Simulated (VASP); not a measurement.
# Au (Fm-3m) in VASP: a series of runs, part 3 of 3

VASP 6.6.1.

## 6. Relaxation of cell and atoms, PBE

This run uses another cell than the first one, of 18.08 Å³/atom, 1.073 times its volume.

INCAR

```
PREC     = Accurate       # precision mode
ENCUT    = 600            # plane-wave cutoff, eV
EDIFF    = 1E-6           # SCF threshold, eV
ISMEAR   = 0              # smearing method
SIGMA    = 0.1            # smearing width, eV
LREAL    = F              # projectors in reciprocal space
LASPH    = T              # aspherical terms in the spheres
NELM     = 80             # most SCF steps
ALGO     = Normal         # electronic algorithm
ISIF     = 3              # what is computed and relaxed
LWAVE    = F              # write WAVECAR
LCHARG   = F              # write CHGCAR
GGA      = PE             # functional
IBRION   = 2              # ionic algorithm
NSW      = 100            # ionic steps
EDIFFG   = -0.005         # ionic threshold
```

KPOINTS

```
regular mesh
0
Gamma
  18 18 18
```

POSCAR

```
Au
1.0
    0.0000000000      2.0830626656      2.0830626656
    2.0830626656      0.0000000000      2.0830626656
    2.0830626656      2.0830626656      0.0000000000
Au
1
Direct
    0.0000000000      0.0000000000      0.0000000000
```

Potentials or basis: VASP PAW PBE potentials, release 64 (Au).

Command:

```bash
> cat potpaw_PBE.64/Au/POTCAR > POTCAR
> mpirun -np 1 vasp_std > vasp.out
```

OUTCAR:

```text
PREC = Accurate
   ENCUT = 600
   EDIFF = 1E-6
   ISMEAR = 0
   LREAL = F
   LASPH = T
   NELM = 80
   ISIF = 3
   GGA = PE
   IBRION = 2
   NSW = 100
   EDIFFG = -0.005

 ion  position               nearest neighbor table
   1  0.000  0.000  0.000-

  LATTYP: Found a face centered cubic cell.
 ALAT       =     4.1661253312

  Lattice vectors:

 A1 = (   0.0000000000,   2.0830626656,   2.0830626656)
 A2 = (   2.0830626656,   0.0000000000,   2.0830626656)
 A3 = (   2.0830626656,   2.0830626656,   0.0000000000)

Analysis of symmetry for initial positions (statically):
=====================================================================
 Subroutine PRICEL returns:
 Original cell was already a primitive cell.

 Routine SETGRP: Setting up the symmetry group for a
 face centered cubic supercell.

[... 244 lines left out ...]

 E-fermi :   8.5848     XC(G=0): -12.4075

 val. band max:        8.5698519443   @ k =   0.5000   0.2778   0.1111
 cond. band min:       8.6131706840   @ k =   0.5000   0.1667   0.0556
 fundamental gap:      0.0433187397
 Fermi energy:         8.5848142231

 k-point     1 :       0.0000    0.0000    0.0000
  band No.  band energies     occupation
      1      -0.6864      2.00000
      2       4.2094      2.00000
      3       4.2094      2.00000
      4       4.2094      2.00000
      5       5.5908      2.00000
      6       5.5908      2.00000
      7      23.2122      0.00000
      8      26.9130      0.00000
      9      26.9130      0.00000
[... 265 lines left out ...]
 k-point    24 :      -0.2222    0.0556    0.0000
  band No.  band energies     occupation
      1       1.0361      2.00000
      2       3.9794      2.00000
      3       4.4927      2.00000
      4       4.5251      2.00000
      5       5.5113      2.00000
      6       5.9503      2.00000
      7      19.8743      0.00000
      8      24.1265      0.00000
      9      26.6629      0.00000

 [... further k-points ...]
[... 5 lines left out ...]
  --------------------------------------------------------------------------------------
  -------------------------------------------------------------------------------------
  Total        0.0020788      0.0020788      0.0020788      0.0000000     -0.0000000      0.0000000
  in kB        0.1855450      0.1855450      0.1855450      0.0000000     -0.0000000      0.0000000
  external PRESSURE =       0.1855450 kB  Pullay stress =       0.0000000 kB
[... 16 lines left out ...]
  FREE ENERGIE OF THE ION-ELECTRON SYSTEM (eV)
  ---------------------------------------------------
  free  energy   TOTEN  =        -3.2222992734 eV

  energy  without entropy=       -3.2210309605  energy(sigma->0) =       -3.22166512

 reached required accuracy - stopping structural energy minimisation
```

OSZICAR:

```text
N       E                     dE             d eps       ncg     rms          rms(c)
DAV:   1     0.492633150318E+02    0.49263E+02   -0.62556E+03  3638   0.122E+03
DAV:   2    -0.304627141745E+01   -0.52310E+02   -0.49439E+02  3614   0.213E+02
[... 18 lines left out ...]
   2 F= -.32216664E+01 E0= -.32210252E+01  d E =0.240465E-03
       N       E                     dE             d eps       ncg     rms          rms(c)
DAV:   1    -0.323218024078E+01   -0.10514E-01   -0.20628E-01  3584   0.508E+00    0.601E-01
DAV:   2    -0.322270411592E+01    0.94761E-02   -0.32661E-02  3545   0.174E+00    0.243E-01
DAV:   3    -0.322230488870E+01    0.39923E-03   -0.18962E-03  3618   0.398E-01    0.183E-01
DAV:   4    -0.322229904223E+01    0.58465E-05   -0.66380E-05  3725   0.731E-02    0.389E-03
DAV:   5    -0.322229927343E+01   -0.23120E-06   -0.17729E-06  3420   0.119E-02
   3 F= -.32222993E+01 E0= -.32216651E+01  d E =-.392407E-03
```

It took 21 s on 1 thread of Intel Xeon Platinum 8559C (Emerald Rapids), shared host; peak memory 0.18 GiB.

Results:

- Free energy: -3.2223 eV
- Relaxed volume: 17.95 Å³/atom
- Relaxed cell: a = 2.939 Å, b = 2.939 Å, c = 2.939 Å, α = 60.00°, β = 60.00°, γ = 60.00°
- Space group after relaxing (to 0.05 Å): Fm-3m (No. 225)
- Energy gained by relaxing: 0.4 meV/atom
- Ionic steps: 3
- Pressure after relaxing: 0.0 GPa

The path:
| step | energy change (eV) | largest force (eV/Å) | pressure (GPa) | volume (Å³) |
| --- | --- | --- | --- | --- |
| 1 | 0.0000 | 0.0000 | -0.97 | 18.08 |
| 2 | 0.0002 | 0.0000 | 1.30 | 17.79 |
| 3 | -0.0004 | 0.0000 | 0.02 | 17.95 |

Final structure:
```
Au
1.0
     0.00000    2.07815    2.07815
     2.07815    0.00000    2.07815
     2.07815    2.07815    0.00000
Au
1
Direct
  0.00000 0.00000 0.00000
```

Levels at points of the mesh, in eV from the Fermi level:
```
           k point  band 4  band 5  band 6  band 7  band 8  band 9
(0.00, 0.00, 0.00)   -4.38   -2.99   -2.99   14.63   18.33   18.33
(0.50, 0.00, 0.00)   -1.90   -1.90   -0.67    2.85   14.07   16.79
(0.50, 0.50, 0.00)   -1.61   -1.61    1.21    5.41    9.91    9.91
```

Caveat: spin-orbit coupling is left out, which moves the levels of the heavy elements.

## 7. Overview

| task | cell | k mesh | cutoff (eV) | gap on the mesh (eV) | pressure (GPa) | relaxed volume (Å³/atom) |
| --- | --- | --- | --- | --- | --- | --- |
| single point | a = 2.878 Å, angles 60.0°, 1 atom | 8 × 8 × 8 | 520 | none | 11.5 | - |
| single point | a = 2.946 Å, angles 60.0°, 1 atom | 8 × 8 × 8 | 520 | none | -0.3 | - |
| relaxation of cell and atoms | relaxed from a = 2.878 Å, angles 60.0°, 1 atom | 8 × 8 × 8 | 600 | none | -0.2 | 18.07 |
| single point | a = 2.940 Å, angles 60.0°, 1 atom | 18 × 18 × 18 | 520 | none | -0.3 | - |
| relaxation of cell and atoms | relaxed from a = 2.946 Å, angles 60.0°, 1 atom | 18 × 18 × 18 | 600 | none | 0.0 | 17.95 |

Alike in all rows: level PBE; potentials or basis VASP PAW PBE potentials, release 64 (Au); no spin polarisation; smearing gaussian 0.1 eV.

Caveats: spin-orbit coupling is left out, which moves the levels of the heavy elements.

Absolute energies hang on the potentials; compare differences alone.
